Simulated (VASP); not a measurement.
# Bi (Im-3m) in VASP: notebook

Aim: see how the results for Bi move with the level of theory and the settings. Levels: r2SCAN, HSE06, PBE0, PBE. Tasks: single point.

All numbers are computed with VASP 6.6.1; they aren't measurements. Logs are shortened: lines on timing, memory, paths and dates and some standing lists are left out, and cuts for length are marked.

**1. The cell of the first run**

It takes space group Im-3m (No. 229, cubic). The conventional cell has a = 3.909 Å, b = 3.909 Å, c = 3.909 Å, α = 90.00°, β = 90.00°, γ = 90.00°. Within 4.5 Å of Bi (site symmetry m-3m) lie 14 Bi at 3.39 to 3.91 Å.

**2. Single point, r2SCAN (volume scaled by 0.96)**

File POSCAR:

```
Bi
1.0
   -1.9546511608      1.9546511608      1.9546511608
    1.9546511608     -1.9546511608      1.9546511608
    1.9546511608      1.9546511608     -1.9546511608
Bi
1
Direct
    0.0000000000      0.0000000000      0.0000000000
```

File INCAR.step1:

```
SYSTEM = Bi
  PREC = Accurate
  ENCUT = 550
  ISMEAR = -1
  SIGMA = 0.05
  LREAL = .FALSE.
  LASPH = .TRUE.
  NELM = 120
  NBANDS = 14
  GGA = PE
  ALGO = Normal
  EDIFF = 1E-5
  LWAVE = .TRUE.
  LCHARG = .FALSE.
  GGA_COMPAT = .FALSE.
```

File INCAR.step2:

```
SYSTEM = Bi
  PREC = Accurate
  ENCUT = 550
  EDIFF = 1E-6
  ISMEAR = -1
  SIGMA = 0.05
  LREAL = .FALSE.
  LASPH = .TRUE.
  NELM = 120
  ALGO = Normal
  ISIF = 2
  LWAVE = .FALSE.
  LCHARG = .FALSE.
  METAGGA = R2SCAN
  LMIXTAU = .TRUE.
  NBANDS = 14
  ISTART = 1
  GGA_COMPAT = .FALSE.
```

File KPOINTS:

```
regular mesh
0
G
  9 9 9
  0 0 0
```

Potentials or basis: VASP PAW PBE potentials, release 64 (Bi_d).

Launch:

```bash
> cat potpaw_PBE.64/Bi_d/POTCAR > POTCAR
> cp INCAR.step1 INCAR
> mpirun -np 1 vasp_std > vasp.out
> cp INCAR.step2 INCAR
> mpirun -np 1 vasp_std > vasp.out
```

OUTCAR:

```text
SYSTEM = Bi
   PREC = Accurate
   ENCUT = 550
   EDIFF = 1E-6
   ISMEAR = -1
   LREAL = .FALSE.
   LASPH = .TRUE.
   NELM = 120
   ISIF = 2
   METAGGA = R2SCAN
   ISTART = 1

 ion  position               nearest neighbor table
   1  0.000  0.000  0.000-

  LATTYP: Found a body centered cubic cell.
 ALAT       =     3.9093023216

  Lattice vectors:

 A1 = (  -1.9546511608,   1.9546511608,   1.9546511608)
 A2 = (   1.9546511608,  -1.9546511608,   1.9546511608)
 A3 = (   1.9546511608,   1.9546511608,  -1.9546511608)

Analysis of symmetry for initial positions (statically):
=====================================================================
 Subroutine PRICEL returns:
 Original cell was already a primitive cell.

 Routine SETGRP: Setting up the symmetry group for a
 body centered cubic supercell.

 Subroutine GETGRP returns: Found 48 space group operations
[... 9 lines left out ...]

 Routine SETGRP: Setting up the symmetry group for a
 body centered cubic supercell.

 Subroutine GETGRP returns: Found 48 space group operations
[... 11 lines left out ...]
                                     Primitive cell

  volume of cell :      29.8722

  direct lattice vectors                    reciprocal lattice vectors
    -1.954651161  1.954651161  1.954651161     0.000000000  0.255800119  0.255800119
     1.954651161 -1.954651161  1.954651161     0.255800119  0.000000000  0.255800119
     1.954651161  1.954651161 -1.954651161     0.255800119  0.255800119  0.000000000

  length of vectors
     3.385555122  3.385555122  3.385555122     0.361755998  0.361755998  0.361755998

  position of ions in fractional coordinates (direct lattice)
     0.000000000  0.000000000  0.000000000

  ion indices of the primitive-cell ions
   primitive index   ion index
                 1           1

----------------------------------------------------------------------------------------

 KPOINTS: regular mesh

Automatic generation of k-mesh.
 Grid dimensions read from file:
 generate k-points for:    9    9    9

 Generating k-lattice:

  Cartesian coordinates                     Fractional coordinates (reciprocal lattice)
     0.000000000  0.028422235  0.028422235     0.111111111  0.000000000  0.000000000
     0.028422235  0.000000000  0.028422235     0.000000000  0.111111111  0.000000000
     0.028422235  0.028422235  0.000000000     0.000000000  0.000000000  0.111111111

[... 46 lines left out ...]
 SYSTEM =  Bi
   PREC   = accura    normal or accurate (medium, high low for compatibility)
   ISTART =      1    job   : 0-new  1-cont  2-samecut
   ICHARG =      0    charge: 1-file 2-atom 10-const
   ISPIN  =      1    spin polarized calculation?
   LNONCOLLINEAR =      F non collinear calculations
   LSORBIT =      F    spin-orbit coupling
   LASPH  =      T    aspherical Exc in radial PAW
   ENCUT  =  550.0 eV  40.42 Ry    6.36 a.u.   6.47  6.47  6.47*2*pi/ulx,y,z
   NELM   =    120;   NELMIN=  2; NELMDL=  0     # of ELM steps
   EDIFF  = 0.1E-05   stopping-criterion for ELM
   LREAL  =      F    real-space projection
   EDIFFG = 0.1E-04   stopping-criterion for IOM
   NSW    =      0    number of steps for IOM
   IBRION =     -1    ionic relax: 0-MD 1-quasi-New 2-CG
[... 8 lines left out ...]
   EMIN   =  10.00;   EMAX   =-10.00  energy-range for DOS
   EFERMI =   0.00;   METHOD = LEGACY
   ISMEAR =    -1;   SIGMA  =   0.05  broadening in eV -4-tet -1-fermi 0-gaus
   EFERMI_NEDOS =   21; number of points for ismear=-14 and -15
   IALGO  =     38    algorithm
   IMIX   =      4    mixing-type and parameters
     AMIX     =   0.40;   BMIX     =  1.00
     AMIX_MAG =   1.60;   BMIX_MAG =  1.00
  volume/ion in A,a.u.               =      29.87       201.59
  Fermi-wavevector in a.u.,A,eV,Ry     =   1.301216  2.458941 23.036875  1.693163
  Thomas-Fermi vector in A             =   2.432364
   LORBIT       =      0    0 simple, 1 ext, 2 COOP (PROOUT), +10 PAW based schemes
   METAGGA = R2SCAN    functional components
   LHFCALC =     F    Hartree Fock is set to
   AEXX    =    0.0000 exact exchange contribution
   IVDW    =     0    specifies the selected vdW correction
   LEPSILON=     F    determine dielectric tensor
   LRPA    =     F    only Hartree local field effects (RPA)
 non-spin polarized calculation
  energy-cutoff  :      550.00
  volume of cell :       29.87
 maximum number of plane-waves:       903
 NGX is ok and might be reduce to    28
   NGX = 13   NGY = 13   NGZ = 13

 number of electron      15.0000001 magnetization

 Free energy of the ion-electron system (eV)
  ---------------------------------------------------
  ext. energy  EPLUGINS =         0.00000000
  ---------------------------------------------------
  free energy    TOTEN  =       -58.27756536 eV

  energy without entropy =      -58.27296628  energy(sigma->0) =      -58.27526582

 E-fermi :   8.5166     XC(G=0): -11.2835

 val. band max:        8.4818725268   @ k =   0.2222   0.0000   0.0000
 cond. band min:       8.5435413039   @ k =  -0.2222   0.2222   0.1111
 fundamental gap:      0.0616687771
 Fermi energy:         8.5165594708

 k-point     1 :       0.0000    0.0000    0.0000
  band No.  band energies     occupation
      1     -15.4224      2.00000
      2     -15.4224      2.00000
      3     -15.4224      2.00000
      4     -15.2594      2.00000
      5     -15.2594      2.00000
      6      -6.0685      2.00000
      7      14.0192      0.00000
      8      14.0192      0.00000
      9      14.0192      0.00000
     10      19.0480      0.00000
     11      19.6421      0.00000
     12      19.6421      0.00000
     13      19.6421      0.00000
     14      20.7977      0.00000
[... 377 lines left out ...]
      1     -15.4102      2.00000
      2     -15.3671      2.00000
      3     -15.3121      2.00000
      4     -15.2664      2.00000
      5     -15.1715      2.00000
      6      -2.0878      2.00000
      7       3.5625      2.00000
      8       7.4145      2.00000
      9      11.2895      0.00000
     10      16.4548      0.00000
     11      17.9956      0.00000
     12      19.1139      0.00000
     13      20.6946      0.00000
     14      27.4253      0.00000

 [... further k-points ...]
[... 5 lines left out ...]
  --------------------------------------------------------------------------------------
  -------------------------------------------------------------------------------------
  Total        0.4822647      0.4822647      0.4822647      0.0000000      0.0000000      0.0000000
  in kB       25.8659400     25.8659400     25.8659400      0.0000000      0.0000000      0.0000000
  external PRESSURE =      25.8659400 kB  Pullay stress =       0.0000000 kB

 VOLUME and BASIS-vectors are now :
 -----------------------------------------------------------------------------
  energy-cutoff  :      550.00
  volume of cell :       29.87
      direct lattice vectors                 reciprocal lattice vectors
    -1.954651161  1.954651161  1.954651161     0.000000000  0.255800119  0.255800119
     1.954651161 -1.954651161  1.954651161     0.255800119  0.000000000  0.255800119
     1.954651161  1.954651161 -1.954651161     0.255800119  0.255800119  0.000000000

 POSITION                                       TOTAL-FORCE (eV/Angst)
 -----------------------------------------------------------------------------------
      0.00000      0.00000      0.00000        -0.000000      0.000000     -0.000000
 -----------------------------------------------------------------------------------
    total drift:                               -0.000000     -0.000000     -0.000000

  FREE ENERGIE OF THE ION-ELECTRON SYSTEM (eV)
  ---------------------------------------------------
  free  energy   TOTEN  =       -58.2775653610 eV

  energy  without entropy=      -58.2729662795  energy(sigma->0) =      -58.27526582
```

Run time: 34 s. Hardware: 1 thread of Intel Xeon 6975P-C (Granite Rapids), shared host; peak memory 0.17 GiB.

What came out:

| Property | Result |
| --- | --- |
| Free energy | -58.2776 eV |
| Pressure | 2.6 GPa |

Caveat: the PAW data sets were made with another functional, which shifts forces and pressure a little; spin-orbit coupling is left out, which moves the levels of the heavy elements.

(Part 1 of 2 ends here.)
